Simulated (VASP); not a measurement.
Input of a VASP 6.6.1 run:

INCAR

```
SYSTEM = ZnGa2O2
  PREC = Accurate
  ENCUT = 600
  EDIFF = 1E-6
  ISMEAR = 0
  SIGMA = 0.1
  LREAL = .False.
  LASPH = .True.
  NELM = 100
  ALGO = Normal
  ISIF = 3
  LWAVE = .False.
  LCHARG = .False.
  GGA = PE
  IBRION = 2
  NSW = 90
  EDIFFG = -0.04
```

File KPOINTS:

```
Automatic mesh
0
Gamma
  6 6 6
  0 0 0
```

Contents of POSCAR:

```
ZnGa2O2
1.0
    4.8021171900      0.0000000000      0.0000000000
   -2.4010585900      4.1587554800      0.0000000000
    0.0000000000      0.0000000000      3.6302562700
Zn Ga O
1 2 2
Direct
    0.0000000000      0.0000000000      0.0000000000
    0.3333333300      0.6666666700      0.0000000000
    0.6666666700      0.3333333300      0.0000000000
    0.3333333300      0.6666666700      0.5000000000
    0.6666666700      0.3333333300      0.5000000000
```

Potentials or basis: VASP PAW PBE potentials, release 64 (Zn, Ga_d, O).

Launch:

```sh
$ cat potpaw_PBE.64/Zn/POTCAR potpaw_PBE.64/Ga_d/POTCAR potpaw_PBE.64/O/POTCAR > POTCAR
$ mpirun -np 1 vasp_std > vasp.out
```

(1) Estimate the relaxed volume.

(2) Predict the space group after relaxing (to 0.1 Å).

(3) What does it give for the band gap on the k mesh?

(4) Estimate the relaxed cell.

Answers

(1) 17.59 Å³/atom.

(2) P6/mmm (No. 191).

(3) zero (bands 25 and 26 overlap by 3.11 eV).

(4) a = 5.290 Å, b = 5.290 Å, c = 3.630 Å, α = 90.00°, β = 90.00°, γ = 120.00°.

Caveat: the volume moved by over 15 % at a fixed basis, so the end points are rough.
